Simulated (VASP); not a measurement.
# ZnTe3O in VASP: notebook

The runs below take ZnTe3O through single point, with PBE.

Everything below comes from runs of VASP 6.6.1. Logs are shortened: lines on timing, memory, paths and dates and some standing lists are left out, and cuts for length are marked.

## (1) The cell of the first run

The structure is orthorhombic, space group Cmmm (No. 65). Conventional cell: a = 6.505 Å, b = 11.183 Å, c = 3.455 Å, α = 90.00°, β = 90.00°, γ = 90.00°. Within 2.3 Å of Zn (site symmetry mmm) lie 2 O at 1.73 Å. Te (site symmetry 2/m) has 6 Te at 3.23 to 3.45 Å and 2 O at 3.23 Å and 4 Zn at 3.67 Å within 4.3 Å. Te (site symmetry mmm) has 6 Te at 3.23 to 3.45 Å and 2 O at 3.25 Å and 4 Zn at 3.68 Å within 4.3 Å. O (site symmetry mmm) has 2 Zn at 1.73 Å within 2.3 Å.

The cell was generated, and may not be a known phase.

## (2) Single point, PBE

Contents of INCAR:

```
SYSTEM = ZnTe3O
  ALGO = Normal
  EDIFF = 1E-6
  ENCUT = 520
  GGA = PE
  ISIF = 2
  ISMEAR = 0
  LASPH = .True.
  LCHARG = .True.
  LELF = .True.
  LREAL = .False.
  LVHAR = .True.
  LWAVE = .False.
  NBANDS = 26
  NELM = 80
  PREC = Accurate
  SIGMA = 0.1
```

Contents of KPOINTS:

```
k-points
0
Gamma
  4 4 4
  0 0 0
```

Contents of POSCAR:

```
ZnTe3O
1.0
    3.2524289369     -5.5914691816      0.0000000000
    3.2524289369      5.5914691816      0.0000000000
    0.0000000000      0.0000000000      3.4547990548
Zn Te O
1 3 1
Direct
    0.0000000000      0.0000000000      0.0000000000
    0.0000000000      0.5000000000      0.5000000000
    0.5000000000      0.0000000000      0.5000000000
    0.5000000000      0.5000000000      0.5000000000
    0.0000000000      0.0000000000      0.5000000000
```

Potentials or basis: VASP PAW PBE potentials, release 64 (Zn, Te, O).

Launch:

```bash
$ cat potpaw_PBE.64/Zn/POTCAR potpaw_PBE.64/Te/POTCAR potpaw_PBE.64/O/POTCAR > POTCAR
$ mpirun -np 1 vasp_std > vasp.out
```

OUTCAR:

```text
SYSTEM = ZnTe3O
   EDIFF = 1E-6
   ENCUT = 520
   GGA = PE
   ISIF = 2
   ISMEAR = 0
   LASPH = .True.
   LREAL = .False.
   NELM = 80
   PREC = Accurate

 ion  position               nearest neighbor table
   1  0.000  0.000  0.000-   5 1.73   5 1.73
   2  0.000  0.500  0.500-   4 3.23   4 3.23   3 3.25   3 3.25
   3  0.500  0.000  0.500-   4 3.23   4 3.23   2 3.25   2 3.25
   4  0.500  0.500  0.500-   2 3.23   3 3.23   3 3.23   2 3.23
   5  0.000  0.000  0.500-   1 1.73   1 1.73

  LATTYP: Found a base centered orthorhombic cell.
 ALAT       =     6.5048578738
 B/A-ratio  =     1.7191672101
 C/A-ratio  =     0.5311106133

  Lattice vectors:

 A1 = (   3.2524289369,  -5.5914691816,   0.0000000000)
 A2 = (   3.2524289369,   5.5914691816,   0.0000000000)
 A3 = (   0.0000000000,   0.0000000000,   3.4547990548)

Analysis of symmetry for initial positions (statically):
=====================================================================
 Subroutine PRICEL returns:
 Original cell was already a primitive cell.

 Routine SETGRP: Setting up the symmetry group for a
 base centered orthorhombic supercell.

 Subroutine GETGRP returns: Found  8 space group operations
 (whereof  8 operations were pure point group operations)
 out of a pool of  8 trial point group operations.

The static configuration has the point symmetry D_2h.

Analysis of symmetry for dynamics (positions and initial velocities):
=====================================================================
 Subroutine PRICEL returns:
 Original cell was already a primitive cell.

 Routine SETGRP: Setting up the symmetry group for a
 base centered orthorhombic supercell.

 Subroutine GETGRP returns: Found  8 space group operations
 (whereof  8 operations were pure point group operations)
 out of a pool of  8 trial point group operations.

The dynamic configuration has the point symmetry D_2h.

 Subroutine INISYM returns: Found  8 space group operations
 (whereof  8 operations are pure point group operations),
 and found     1 'primitive' translations

----------------------------------------------------------------------------------------

                                     Primitive cell

[... 81 lines left out ...]
   NGXF,Y,Z  is equivalent  to a cutoff of  24.67, 24.67, 26.95 a.u.
 SYSTEM =  ZnTe3O
   PREC   = accura    normal or accurate (medium, high low for compatibility)
   ISTART =      0    job   : 0-new  1-cont  2-samecut
   ICHARG =      2    charge: 1-file 2-atom 10-const
   ISPIN  =      1    spin polarized calculation?
   LNONCOLLINEAR =      F non collinear calculations
   LSORBIT =      F    spin-orbit coupling
   LASPH  =      T    aspherical Exc in radial PAW
   ENCUT  =  520.0 eV  38.22 Ry    6.18 a.u.  12.03 12.03  6.42*2*pi/ulx,y,z
   NELM   =     80;   NELMIN=  2; NELMDL= -5     # of ELM steps
   EDIFF  = 0.1E-05   stopping-criterion for ELM
   LREAL  =      F    real-space projection
[... 7 lines left out ...]
   TEBEG  =    0.0;   TEEND  =   0.0 temperature during run
   PSTRESS=    0.0 pullay stress
   NELECT =      36.0000    total number of electrons
   NUPDOWN=      -1.0000    fix difference up-down
   EMIN   =  10.00;   EMAX   =-10.00  energy-range for DOS
   EFERMI =   0.00;   METHOD = LEGACY
   ISMEAR =     0;   SIGMA  =   0.10  broadening in eV -4-tet -1-fermi 0-gaus
   EFERMI_NEDOS =   21; number of points for ismear=-14 and -15
   IALGO  =     38    algorithm
   IMIX   =      4    mixing-type and parameters
     AMIX     =   0.40;   BMIX     =  1.00
     AMIX_MAG =   1.60;   BMIX_MAG =  1.00
  volume/ion in A,a.u.               =      25.13       169.59
  Fermi-wavevector in a.u.,A,eV,Ry     =   1.079229  2.039447 15.847176  1.164735
  Thomas-Fermi vector in A             =   2.215188
   LORBIT       =      0    0 simple, 1 ext, 2 COOP (PROOUT), +10 PAW based schemes
   GGA     = PE    functional components
   LHFCALC =     F    Hartree Fock is set to
   AEXX    =    0.0000 exact exchange contribution
   IVDW    =     0    specifies the selected vdW correction
   LEPSILON=     F    determine dielectric tensor
   LRPA    =     F    only Hartree local field effects (RPA)
 non-spin polarized calculation
 Gauss-broadening in eV      SIGMA  =   0.10
  energy-cutoff  :      520.00
  volume of cell :      125.66
 maximum number of plane-waves:      3413
   NGX = 25   NGY = 25   NGZ = 13

 number of electron      36.0000023 magnetization

 Free energy of the ion-electron system (eV)
  ---------------------------------------------------
  ext. energy  EPLUGINS =         0.00000000
  ---------------------------------------------------
  free energy    TOTEN  =       -16.37337217 eV

  energy without entropy =      -16.36721338  energy(sigma->0) =      -16.37029278

 E-fermi :   5.1715     XC(G=0):  -9.5549

 val. band max:        5.1625349452   @ k =   0.5000   0.2500   0.0000
 cond. band min:       5.2120991934   @ k =   0.2500   0.2500   0.0000
 fundamental gap:      0.0495642482
 Fermi energy:         5.1715463578

 k-point     1 :       0.0000    0.0000    0.0000
  band No.  band energies     occupation
      1     -13.5534      2.00000
      2      -7.6853      2.00000
      3      -5.4022      2.00000
      4      -5.3640      2.00000
      5      -1.7009      2.00000
      6      -1.7004      2.00000
[... 598 lines left out ...]
     25      10.3941      0.00000
     26      11.2672      0.00000

------------------------ aborting loop because EDIFF is reached ----------------------------------------

  FORCE on cell =-STRESS in cart. coord.  units (eV):
  Direction    XX          YY          ZZ          XY          YZ          ZX
  --------------------------------------------------------------------------------------
  -------------------------------------------------------------------------------------
  Total       -0.0426157      0.0621339      0.6043416      0.0000000      0.0000000      0.0000000
  in kB       -0.5433673      0.7922323      7.7056010      0.0000000      0.0000000      0.0000000
  external PRESSURE =       2.6514887 kB  Pullay stress =       0.0000000 kB

 VOLUME and BASIS-vectors are now :
 -----------------------------------------------------------------------------
  energy-cutoff  :      520.00
  volume of cell :      125.66
      direct lattice vectors                 reciprocal lattice vectors
     3.252428937 -5.591469182  0.000000000     0.153731260 -0.089421936  0.000000000
     3.252428937  5.591469182  0.000000000     0.153731260  0.089421936  0.000000000
     0.000000000  0.000000000  3.454799055     0.000000000  0.000000000  0.289452435

 POSITION                                       TOTAL-FORCE (eV/Angst)
 -----------------------------------------------------------------------------------
      0.00000      0.00000      0.00000         0.000000     -0.000000      0.000000
      1.62621      2.79573      1.72740         0.000000     -0.000000      0.000000
      1.62621     -2.79573      1.72740        -0.000000     -0.000000      0.000000
      3.25243      0.00000      1.72740         0.000000      0.000000      0.000000
      0.00000      0.00000      1.72740        -0.000000     -0.000000      0.000000
 -----------------------------------------------------------------------------------
    total drift:                                0.000000      0.000000     -0.000000

  FREE ENERGIE OF THE ION-ELECTRON SYSTEM (eV)
  ---------------------------------------------------
  free  energy   TOTEN  =       -16.3733721728 eV

  energy  without entropy=      -16.3672133816  energy(sigma->0) =      -16.37029278
```

stdout:

```text
POSCAR found type information on POSCAR ZnTeO
 POSCAR found :  3 types and       5 ions
 scaLAPACK will be used
 LDA part: xc-table for (Slater+PW92), standard interpolation
 POSCAR, INCAR and KPOINTS ok, starting setup
 FFT: planning ... GRIDC
 FFT: planning ... GRID_SOFT
 FFT: planning ... GRID
 WAVECAR not read
 entering main loop
```

Run time: 67 s. Hardware: 1 thread of Intel Xeon Platinum 8259CL at 2.50GHz (Skylake/Cascade Lake), shared host; peak memory 0.28 GiB.

What came out:

```yaml
Free_energy: -16.3734 eV
Pressure: 0.3 GPa
Band_gap_on_the_k_mesh: zero (bands 18 and 19 overlap by 2.22 eV)
```

Levels at points of the mesh, in eV from the Fermi level:
```tsv
k point	band 16	band 17	band 18	band 19	band 20	band 21
(0.00, 0.00, 0.00)	0.29	1.10	1.28	2.07	2.10	2.27
(0.50, 0.00, 0.00)	-1.84	-0.70	0.75	1.34	1.96	2.07
(0.50, 0.50, 0.00)	-1.86	-0.75	0.77	1.34	1.85	2.05
(0.00, 0.00, 0.50)	-2.82	-0.70	-0.66	2.01	2.11	2.12
(0.50, 0.00, 0.50)	-1.69	-1.07	-1.03	-0.85	0.18	2.80
(0.50, 0.50, 0.50)	-1.69	-1.03	-1.01	-0.87	0.13	2.69
```

Caveat: the k points lie up to 0.45 Å⁻¹ apart, too coarse for converged energies and pressures of a metal; spin-orbit coupling is left out, which moves the levels of the heavy elements.

## (3) Single point, PBE

This run uses another cell than the first one, of 25.20 Å³/atom.

Contents of INCAR:

```
PREC = Accurate ; ENCUT = 520
EDIFF = 1E-6 ; ISMEAR = 0
SIGMA = 0.1 ; LREAL = F
LASPH = T ; NELM = 80
ALGO = Normal ; ISIF = 2
LWAVE = F ; LCHARG = F
GGA = PE ; NBANDS = 26
```

Contents of KPOINTS:

```
regular mesh
0
Gamma
  6 6 10
```

Contents of POSCAR:

```
ZnTe3O
1.0
    6.4624774999      0.0000000000      0.0000000000
   -3.2312387500      5.5966696863      0.0000000000
    0.0000000000      0.0000000000      3.4830972532
Zn Te O
1 3 1
Direct
    0.0000000000      0.0000000000      0.0000000000
    0.5000000000      0.5000000000      0.5000000000
    0.0000000000      0.5000000000      0.5000000000
    0.5000000000      0.0000000000      0.5000000000
    0.0000000000      0.0000000000      0.5000000000
```

Potentials or basis: VASP PAW PBE potentials, release 64 (Zn, Te, O).

Launch:

```bash
$ cat potpaw_PBE.64/Zn/POTCAR potpaw_PBE.64/Te/POTCAR potpaw_PBE.64/O/POTCAR > POTCAR
$ mpirun -np 1 vasp_std > vasp.out
```

It took 1.9 min on 1 thread of Intel Xeon Platinum 8259CL at 2.50GHz (Skylake/Cascade Lake), shared host; peak memory 0.33 GiB.

It converged, with:

| Quantity | Value |
| --- | --- |
| Free energy | -15.9726 eV |
| Pressure | 0.3 GPa |
| Band gap on the k mesh | zero (bands 18 and 19 overlap by 2.52 eV) |

Stress tensor (GPa, compression positive):
```
-0.02  0.00  0.00
 0.00 -0.02  0.00
 0.00  0.00  0.81
```

Levels at points of the mesh, in eV from the Fermi level:
```csv
k point,band 16,band 17,band 18,band 19,band 20,band 21
"(0.00, 0.00, 0.00)",0.27,1.27,1.29,2.09,2.09,2.52
"(0.50, 0.00, 0.00)",-1.69,-0.57,0.74,1.33,2.07,2.13
"(0.00, 0.00, 0.50)",-2.66,-0.60,-0.60,2.16,2.20,2.20
"(0.50, 0.00, 0.50)",-1.65,-0.93,-0.90,-0.74,0.27,2.93
```

Caveat: spin-orbit coupling is left out, which moves the levels of the heavy elements.

The gap in the log of VASP goes by the Fermi energy; the results here count the filled bands.